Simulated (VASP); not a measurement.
# Ta4O (P4/mmm) in VASP: a series of runs

The runs below take Ta4O through single point, with PBEsol+U.

All numbers are computed with VASP 6.6.1; they aren't measurements. Logs are shortened: lines on timing, memory, paths and dates and some standing lists are left out, and cuts for length are marked.

## 1. The cell of the first run

The structure is tetragonal, space group P4/mmm (No. 123). The conventional cell has a = 3.257 Å, b = 3.257 Å, c = 7.409 Å, α = 90.00°, β = 90.00°, γ = 90.00°. Ta (site symmetry 4/mmm) has 14 Ta at 2.81 to 3.70 Å within 3.8 Å. Ta (site symmetry 4mm) has 1 O at 2.10 Å and 4 Ta at 2.81 Å within 2.9 Å. Ta (site symmetry 4/mmm) has 4 O at 2.30 Å and 12 Ta at 3.12 to 3.26 Å within 3.3 Å. O (site symmetry 4/mmm) has 6 Ta at 2.10 to 2.30 Å within 2.8 Å.

## 2. Single point, PBEsol+U

INCAR reads:

```
SYSTEM = Ta4O
PREC = Accurate
ENCUT = 700
EDIFF = 1E-6
ISMEAR = -1
SIGMA = 0.05
LREAL = .False.
LASPH = .True.
NELM = 200
ALGO = Normal
ISIF = 2
LWAVE = .False.
LCHARG = .False.
LMAXMIX = 4
LDAU = .True.
LDAUTYPE = 2
LDAUL = 2 -1
LDAUU = 8 0
LDAUJ = 0 0
LDAUPRINT = 1
GGA = PS
NBANDS = 37
GGA_COMPAT = .False.
```

KPOINTS reads:

```
Automatic mesh
0
Gamma
  8 8 4
  0 0 0
```

POSCAR reads:

```
Ta4O
1.0
    3.2574970000      0.0000000000      0.0000000000
    0.0000000000      3.2574970000      0.0000000000
    0.0000000000      0.0000000000      7.4093410000
Ta O
4 1
Direct
    0.0000000000      0.0000000000      0.0000000000
    0.5000000000      0.5000000000      0.2168420000
    0.5000000000      0.5000000000      0.7831580000
    0.0000000000      0.0000000000      0.5000000000
    0.5000000000      0.5000000000      0.5000000000
```

Potentials or basis: VASP PAW PBE potentials, release 64 (Ta_sv_GW, O).

Run with:

```sh
cat potpaw_PBE.64/Ta_sv_GW/POTCAR potpaw_PBE.64/O/POTCAR > POTCAR
mpirun -np 1 vasp_std > vasp.out
```

OUTCAR:

```text
SYSTEM = Ta4O
   PREC = Accurate
   ENCUT = 700
   EDIFF = 1E-6
   ISMEAR = -1
   LREAL = .False.
   LASPH = .True.
   NELM = 200
   ISIF = 2
   GGA = PS

 ion  position               nearest neighbor table
   1  0.000  0.000  0.000-   2 2.81   3 2.81   2 2.81   3 2.81   2 2.81   3 2.81   2 2.81   3 2.81

   2  0.500  0.500  0.217-   5 2.10   1 2.81   1 2.81   1 2.81   1 2.81   4 3.12   4 3.12   4 3.12
                             4 3.12   3 3.21
   3  0.500  0.500  0.783-   5 2.10   1 2.81   1 2.81   1 2.81   1 2.81   4 3.12   4 3.12   4 3.12
                             4 3.12   2 3.21
   4  0.000  0.000  0.500-   5 2.30   5 2.30   5 2.30   5 2.30   3 3.12   3 3.12   2 3.12   3 3.12
                             2 3.12   2 3.12   3 3.12   2 3.12
   5  0.500  0.500  0.500-   2 2.10   3 2.10   4 2.30   4 2.30   4 2.30   4 2.30

  LATTYP: Found a simple tetragonal cell.
 ALAT       =     3.2574970000
 C/A-ratio  =     2.2745503680

  Lattice vectors:

 A1 = (   3.2574970000,   0.0000000000,   0.0000000000)
 A2 = (   0.0000000000,   3.2574970000,   0.0000000000)
 A3 = (   0.0000000000,   0.0000000000,   7.4093410000)

Analysis of symmetry for initial positions (statically):
=====================================================================
 Subroutine PRICEL returns:
 Original cell was already a primitive cell.

 Routine SETGRP: Setting up the symmetry group for a
 simple tetragonal supercell.

 Subroutine GETGRP returns: Found 16 space group operations
 (whereof 16 operations were pure point group operations)
 out of a pool of 16 trial point group operations.

The static configuration has the point symmetry D_4h.

Analysis of symmetry for dynamics (positions and initial velocities):
=====================================================================
 Subroutine PRICEL returns:
 Original cell was already a primitive cell.

 Routine SETGRP: Setting up the symmetry group for a
 simple tetragonal supercell.

 Subroutine GETGRP returns: Found 16 space group operations
 (whereof 16 operations were pure point group operations)
 out of a pool of 16 trial point group operations.

The dynamic configuration has the point symmetry D_4h.

 Subroutine INISYM returns: Found 16 space group operations
 (whereof 16 operations are pure point group operations),
 and found     1 'primitive' translations

----------------------------------------------------------------------------------------

                                     Primitive cell

  volume of cell :      78.6226

  direct lattice vectors                    reciprocal lattice vectors
     3.257497000  0.000000000  0.000000000     0.306984166  0.000000000  0.000000000
     0.000000000  3.257497000  0.000000000     0.000000000  0.306984166  0.000000000
     0.000000000  0.000000000  7.409341000     0.000000000  0.000000000  0.134964769

  length of vectors
     3.257497000  3.257497000  7.409341000     0.306984166  0.306984166  0.134964769

  position of ions in fractional coordinates (direct lattice)
     0.000000000  0.000000000  0.000000000
     0.500000000  0.500000000  0.216842000
     0.500000000  0.500000000  0.783158000
     0.000000000  0.000000000  0.500000000
     0.500000000  0.500000000  0.500000000

  ion indices of the primitive-cell ions
   primitive index   ion index
                 1           1
                 2           2
                 3           3
                 4           4
                 5           5

----------------------------------------------------------------------------------------

 KPOINTS: Automatic mesh

Automatic generation of k-mesh.
 Grid dimensions read from file:
 generate k-points for:    8    8    4

 Generating k-lattice:

  Cartesian coordinates                     Fractional coordinates (reciprocal lattice)
     0.038373021  0.000000000  0.000000000     0.125000000  0.000000000  0.000000000
     0.000000000  0.038373021  0.000000000     0.000000000  0.125000000  0.000000000
     0.000000000  0.000000000  0.033741192     0.000000000  0.000000000  0.250000000

  Length of vectors
     0.038373021  0.038373021  0.033741192

  Shift w.r.t. Gamma in fractional coordinates (k-lattice)
     0.000000000  0.000000000  0.000000000

 Subroutine IBZKPT returns following result:
 ===========================================

 Found     45 irreducible k-points:

 Following reciprocal coordinates:
            Coordinates               Weight
  0.000000  0.000000  0.000000      1.000000
  0.125000  0.000000  0.000000      4.000000
  0.250000  0.000000  0.000000      4.000000
  0.375000  0.000000  0.000000      4.000000
  0.500000  0.000000  0.000000      2.000000
  0.125000  0.125000  0.000000      4.000000
[... 16 lines left out ...]
  0.375000  0.125000  0.250000     16.000000
  0.500000  0.125000  0.250000      8.000000
 [... further k-points ...]
   k-points           NKPTS =     45   k-points in BZ     NKDIM =     45   number of bands    NBANDS=     37
   number of dos      NEDOS =    301   number of ions     NIONS =      5
   total plane-waves  NPLWV =  50176
   dimension x,y,z NGX =    28 NGY =   28 NGZ =   64
   dimension x,y,z NGXF=    56 NGYF=   56 NGZF=  128
   ions per type =               4   1
   NGX,Y,Z   is equivalent  to a cutoff of  14.29, 14.29, 14.36 a.u.
   NGXF,Y,Z  is equivalent  to a cutoff of  28.58, 28.58, 28.72 a.u.
 SYSTEM =  Ta4O
   PREC   = accura    normal or accurate (medium, high low for compatibility)
   ISTART =      0    job   : 0-new  1-cont  2-samecut
   ICHARG =      2    charge: 1-file 2-atom 10-const
   ISPIN  =      1    spin polarized calculation?
   LNONCOLLINEAR =      F non collinear calculations
   LSORBIT =      F    spin-orbit coupling
   LASPH  =      T    aspherical Exc in radial PAW
   ENCUT  =  700.0 eV  51.45 Ry    7.17 a.u.   7.03  7.03 15.98*2*pi/ulx,y,z
   NELM   =    200;   NELMIN=  2; NELMDL= -5     # of ELM steps
   EDIFF  = 0.1E-05   stopping-criterion for ELM
   LREAL  =      F    real-space projection
   EDIFFG = 0.1E-04   stopping-criterion for IOM
   NSW    =      0    number of steps for IOM
   IBRION =     -1    ionic relax: 0-MD 1-quasi-New 2-CG
   NFREE  =      0    steps in history (QN), initial steepest desc. (CG)
   ISIF   =      2    stress and relaxation
   ISYM   =      2    0-nonsym 1-usesym 2-fastsym
   POTIM  = 0.5000    time-step for ionic-motion
   TEBEG  =    0.0;   TEEND  =   0.0 temperature during run
   PSTRESS=    0.0 pullay stress
   NELECT =      58.0000    total number of electrons
   NUPDOWN=      -1.0000    fix difference up-down
   EMIN   =  10.00;   EMAX   =-10.00  energy-range for DOS
   EFERMI =   0.00;   METHOD = LEGACY
   ISMEAR =    -1;   SIGMA  =   0.05  broadening in eV -4-tet -1-fermi 0-gaus
   EFERMI_NEDOS =   21; number of points for ismear=-14 and -15
   IALGO  =     38    algorithm
   IMIX   =      4    mixing-type and parameters
     AMIX     =   0.40;   BMIX     =  1.00
     AMIX_MAG =   1.60;   BMIX_MAG =  1.00
  volume/ion in A,a.u.               =      15.72       106.11
  Fermi-wavevector in a.u.,A,eV,Ry     =   1.479227  2.795335 29.771095  2.188114
  Thomas-Fermi vector in A             =   2.593411
   LORBIT       =      0    0 simple, 1 ext, 2 COOP (PROOUT), +10 PAW based schemes
 LDA+U is selected, type is set to LDAUTYPE =  2
   angular momentum for each species LDAUL =     2   -1
   U (eV)           for each species LDAUU =   8.0  0.0
   J (eV)           for each species LDAUJ =   0.0  0.0
   GGA     = PS    functional components
   LHFCALC =     F    Hartree Fock is set to
   AEXX    =    0.0000 exact exchange contribution
   IVDW    =     0    specifies the selected vdW correction
   LEPSILON=     F    determine dielectric tensor
   LRPA    =     F    only Hartree local field effects (RPA)
 non-spin polarized calculation
  energy-cutoff  :      700.00
  volume of cell :       78.62
 maximum number of plane-waves:      3336
   NGX = 15   NGY = 15   NGZ = 31

atom =   1  type =  1  l = 2

 onsite density matrix

spin component  1

  0.2866 -0.0000 -0.0000 -0.0000  0.0000
 -0.0000  0.2787 -0.0000  0.0000 -0.0000
 -0.0000 -0.0000  0.1149 -0.0000  0.0000
 -0.0000  0.0000 -0.0000  0.2787  0.0000
  0.0000 -0.0000  0.0000  0.0000  0.1459

spin component  2

  0.2866 -0.0000 -0.0000 -0.0000  0.0000
 -0.0000  0.2787 -0.0000  0.0000 -0.0000
 -0.0000 -0.0000  0.1149 -0.0000  0.0000
 -0.0000  0.0000 -0.0000  0.2787  0.0000
  0.0000 -0.0000  0.0000  0.0000  0.1459
[... 100 lines left out ...]
 occupancies and eigenvectors

  o =  0.0805  v =  1.0000  0.0000  0.0000  0.0000  0.0000  0.0000  0.0000  0.0000  0.0000  0.0000      0.0000  0.0000  0.0000  0.0000  0.0000  0.0000  0.0000  0.0000  0.0000  0.0000
  o =  0.0805  v =  0.0000  0.0000  0.0000  0.0000  0.0000  1.0000  0.0000  0.0000  0.0000  0.0000      0.0000  0.0000  0.0000  0.0000  0.0000  0.0000  0.0000  0.0000  0.0000  0.0000
  o =  0.1095  v =  0.0000 -0.0000 -1.0000  0.0000 -0.0000  0.0000  0.0000  0.0000  0.0000  0.0000      0.0000  0.0000  0.0000  0.0000  0.0000  0.0000  0.0000  0.0000  0.0000  0.0000
  o =  0.1095  v =  0.0000  0.0000  0.0000  0.0000  0.0000  0.0000 -0.0000 -1.0000  0.0000 -0.0000      0.0000  0.0000  0.0000  0.0000  0.0000  0.0000  0.0000  0.0000  0.0000  0.0000
  o =  0.2029  v =  0.0000  0.0000  0.0000  0.0000 -1.0000  0.0000  0.0000  0.0000  0.0000  0.0000      0.0000  0.0000  0.0000  0.0000  0.0000  0.0000  0.0000  0.0000  0.0000  0.0000
  o =  0.2029  v =  0.0000  0.0000  0.0000  0.0000  0.0000  0.0000  0.0000  0.0000  0.0000 -1.0000      0.0000  0.0000  0.0000  0.0000  0.0000  0.0000  0.0000  0.0000  0.0000  0.0000
  o =  0.3208  v =  0.0000 -0.0939  0.0000  0.9956 -0.0000  0.0000  0.0000  0.0000  0.0000  0.0000      0.0000  0.0000  0.0000  0.0000  0.0000  0.0000  0.0000  0.0000  0.0000  0.0000
  o =  0.3208  v =  0.0000  0.0000  0.0000  0.0000  0.0000  0.0000 -0.0939  0.0000  0.9956 -0.0000      0.0000  0.0000  0.0000  0.0000  0.0000  0.0000  0.0000  0.0000  0.0000  0.0000
  o =  0.3208  v =  0.0000  0.0000  0.0000  0.0000  0.0000  0.0000  0.9956 -0.0000  0.0939  0.0000      0.0000  0.0000  0.0000  0.0000  0.0000  0.0000  0.0000  0.0000  0.0000  0.0000
  o =  0.3208  v =  0.0000  0.9956 -0.0000  0.0939  0.0000  0.0000  0.0000  0.0000  0.0000  0.0000      0.0000  0.0000  0.0000  0.0000  0.0000  0.0000  0.0000  0.0000  0.0000  0.0000

 number of electron      58.0000007 magnetization

 Free energy of the ion-electron system (eV)
  ---------------------------------------------------
  ext. energy  EPLUGINS =         0.00000000
  ---------------------------------------------------
  free energy    TOTEN  =       -41.40296605 eV

  energy without entropy =      -41.38702220  energy(sigma->0) =      -41.39499412

 E-fermi :  11.8939     XC(G=0): -13.1720

 val. band max:       11.8485805465   @ k =   0.2500   0.0000   0.5000
 cond. band min:      11.8970831928   @ k =   0.3750   0.0000   0.0000
 fundamental gap:      0.0485026463
 Fermi energy:        11.8939069655

 k-point     1 :       0.0000    0.0000    0.0000
  band No.  band energies     occupation
      1     -58.5771      2.00000
      2     -57.6625      2.00000
      3     -57.6511      2.00000
      4     -56.5874      2.00000
      5     -25.0583      2.00000
      6     -25.0583      2.00000
[... 949 lines left out ...]
     36      15.6785      0.00000
     37      16.3557      0.00000

 [... further k-points ...]

------------------------ aborting loop because EDIFF is reached ----------------------------------------

  FORCE on cell =-STRESS in cart. coord.  units (eV):
  Direction    XX          YY          ZZ          XY          YZ          ZX
  --------------------------------------------------------------------------------------
  -------------------------------------------------------------------------------------
  Total        9.3669306      9.3669306      7.5826923      0.0000000     -0.0000000      0.0000000
  in kB      190.8799236    190.8799236    154.5206000      0.0000000     -0.0000000      0.0000000
  external PRESSURE =     178.7601491 kB  Pullay stress =       0.0000000 kB

 VOLUME and BASIS-vectors are now :
 -----------------------------------------------------------------------------
  energy-cutoff  :      700.00
  volume of cell :       78.62
      direct lattice vectors                 reciprocal lattice vectors
     3.257497000  0.000000000  0.000000000     0.306984166  0.000000000  0.000000000
     0.000000000  3.257497000  0.000000000     0.000000000  0.306984166  0.000000000
     0.000000000  0.000000000  7.409341000     0.000000000  0.000000000  0.134964769

 POSITION                                       TOTAL-FORCE (eV/Angst)
 -----------------------------------------------------------------------------------
      0.00000      0.00000      0.00000         0.000000      0.000000      0.000000
      1.62875      1.62875      1.60666         0.000000      0.000000      1.013373
      1.62875      1.62875      5.80268         0.000000     -0.000000     -1.013373
      0.00000      0.00000      3.70467         0.000000      0.000000      0.000000
      1.62875      1.62875      3.70467         0.000000      0.000000      0.000000
 -----------------------------------------------------------------------------------
    total drift:                                0.000000      0.000000      0.000000

  FREE ENERGIE OF THE ION-ELECTRON SYSTEM (eV)
  ---------------------------------------------------
  free  energy   TOTEN  =       -41.4029660501 eV

  energy  without entropy=      -41.3870221987  energy(sigma->0) =      -41.39499412
```

Run time: 2.1 min. Hardware: 1 thread of Intel Xeon 6975P-C (Granite Rapids), shared host; peak memory 0.32 GiB.

Results:

| Quantity | Value |
| --- | --- |
| Free energy | -41.4030 eV |
| Pressure | 17.9 GPa |
| Largest force | 1.013 eV/Å |
| Band gap on the k mesh | zero (bands 29 and 30 overlap by 0.62 eV) |

Forces on the atoms (eV/Å):
```
Ta   0.000  0.000  0.000
Ta   0.000  0.000  1.013
Ta   0.000  0.000 -1.013
Ta   0.000  0.000  0.000
O    0.000  0.000  0.000
```

Levels at points of the mesh, in eV from the Fermi level:
| k point | band 25 | band 26 | band 27 | band 28 | band 29 | band 30 | band 31 | band 32 | band 33 | band 34 |
| --- | --- | --- | --- | --- | --- | --- | --- | --- | --- | --- |
| (0.00, 0.00, 0.00) | -2.21 | -1.25 | -0.47 | -0.36 | -0.36 | 1.07 | 1.07 | 1.16 | 1.88 | 1.88 |
| (0.50, 0.00, 0.00) | -1.54 | -1.32 | -0.78 | -0.69 | 0.08 | 0.77 | 1.08 | 1.39 | 1.76 | 2.47 |
| (0.50, 0.50, 0.00) | -2.21 | -1.68 | -1.68 | -0.92 | -0.92 | 1.94 | 1.94 | 2.89 | 2.96 | 4.08 |
| (0.00, 0.00, 0.50) | -3.23 | -0.47 | -0.47 | -0.14 | -0.10 | 0.90 | 0.90 | 1.36 | 2.02 | 2.34 |
| (0.50, 0.00, 0.50) | -2.15 | -1.17 | -1.00 | -0.80 | -0.38 | 1.09 | 1.61 | 1.90 | 2.05 | 2.10 |
| (0.50, 0.50, 0.50) | -3.17 | -1.71 | -1.71 | -0.57 | -0.57 | 1.57 | 1.57 | 2.80 | 4.08 | 4.13 |

Eigenvalues of the final occupation matrices:
```csv
site,spin,trace,eigenvalues
site 1 d,1,1.10,0.11 0.15 0.28 0.28 0.29
site 1 d,2,1.10,0.11 0.15 0.28 0.28 0.29
site 2 d,1,1.01,0.16 0.18 0.22 0.22 0.23
site 2 d,2,1.01,0.16 0.18 0.22 0.22 0.23
site 3 d,1,1.01,0.16 0.18 0.22 0.22 0.23
site 3 d,2,1.01,0.16 0.18 0.22 0.22 0.23
site 4 d,1,1.03,0.08 0.11 0.20 0.32 0.32
site 4 d,2,1.03,0.08 0.11 0.20 0.32 0.32
```

Caveat: the cell stands under pressure; the PAW data sets were made with another functional, which shifts forces and pressure a little; spin-orbit coupling is left out, which moves the levels of the heavy elements; U without spin polarisation on a metal has little footing.

(Continued in part 2 of 2.)

The gap in the log of VASP goes by the Fermi energy; the results here count the filled bands.